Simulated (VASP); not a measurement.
Write the native input for VASP 6.6.1 that does the following.

| Quantity | Value |
| --- | --- |
| Task | single point |
| Functional | LDA |
| Potentials or basis | VASP PAW LDA potentials, release 64 (Co) |
| Cutoff | 520 eV |
| k mesh | 24 × 24 × 13 |
| Occupations | fermi-dirac, width 0.05 eV |
| Spin | collinear spin, ferromagnetic start |
| Starting moments | [1.558, 1.558] μB |
| Dipole correction | no |
| Further INCAR settings | ALGO = Normal; EDIFF = 1e-06; NBANDS = 20 |

The structure of Co lies in POSCAR:

```
Co
1.0
    2.4593239039      0.0000000000      0.0000000000
   -1.2296619519      2.1298369769      0.0000000000
    0.0000000000      0.0000000000      3.9746731060
Co
2
Direct
    0.3333333333      0.6666666667      0.2500000000
    0.6666666667      0.3333333333      0.7500000000
```

One way to write it, as run:

INCAR

```
  PREC = Accurate
  ENCUT = 520
  EDIFF = 1E-6
  ISMEAR = -1
  SIGMA = 0.05
  LREAL = False
  LASPH = True
  NELM = 150
  ALGO = Normal
  ISIF = 2
  LWAVE = False
  LCHARG = True
  ISPIN = 2
  MAGMOM = 1.558 1.558
  LORBIT = 11
  LMAXMIX = 4
  LELF = True
  LVHAR = True
  NBANDS = 20
```

KPOINTS

```
Automatic mesh
0
Gamma
  24 24 13
```

Potentials or basis: VASP PAW LDA potentials, release 64 (Co).

Command:

```bash
$ cat potpaw_LDA.64/Co/POTCAR > POTCAR
$ mpirun -np 1 vasp_std > vasp.out
```

Results of the run:

The pressure is -10.7 GPa, the net moment is 3.04 μB per cell and the site moments are Co +1.52 μB. The valence electrons inside the program's atomic spheres are Co 8.37.

Caveat: the cell stands under tension.

It took 8.3 min on 1 thread of Intel Xeon 8259CL, with other jobs on the host, peak memory 0.33 GiB.
